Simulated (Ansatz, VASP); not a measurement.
One calculation of NaI, two programs

```xyz
2
Lattice="4.0526 -0.1334 -0.1334 -0.1334 4.0526 -0.1334 -0.1334 -0.1334 4.0526" Properties=species:S:1:pos:R:3 pbc="T T T"
Na    0.0000    0.0000    0.0000
I     1.8929    1.8929    1.8929
```

Change from the starting cell: epitaxial_111 strain +3.6%.

Alike in both runs: task single point; functional r2SCAN; k mesh 6 × 6 × 6; no spin polarisation.

```csv
,VASP,Ansatz
version,VASP 6.6.1,Ansatz 0.2.0
potentials or method,"VASP PAW PBE potentials, release 64 (Na_pv, I)","plane waves, PAW"
plane-wave cutoff (eV),520,500
occupations,"gaussian, width 0.01 eV",fixed
valence electrons in the cell,14,26
```

VASP gave:

| Item | Value |
| --- | --- |
| gap on the k mesh at the Fermi level (eV) | 3.14 |
| pressure (GPa) | -0.1 |
| traceless stress, the component that is largest in VASP (GPa) | -0.07 |

Q: Which values does Ansatz return?

A: gap on the k mesh at the Fermi level (eV): 3.12; pressure (GPa): 0.0; traceless stress, the component that is largest in VASP (GPa): -0.07.

VASP's potentials were made for PBE, not for r2SCAN. VASP's potentials hold 14 valence electrons a cell and Ansatz's 26, so a difference there can come from the potentials and not from the codes.

Spin-orbit coupling is off throughout.
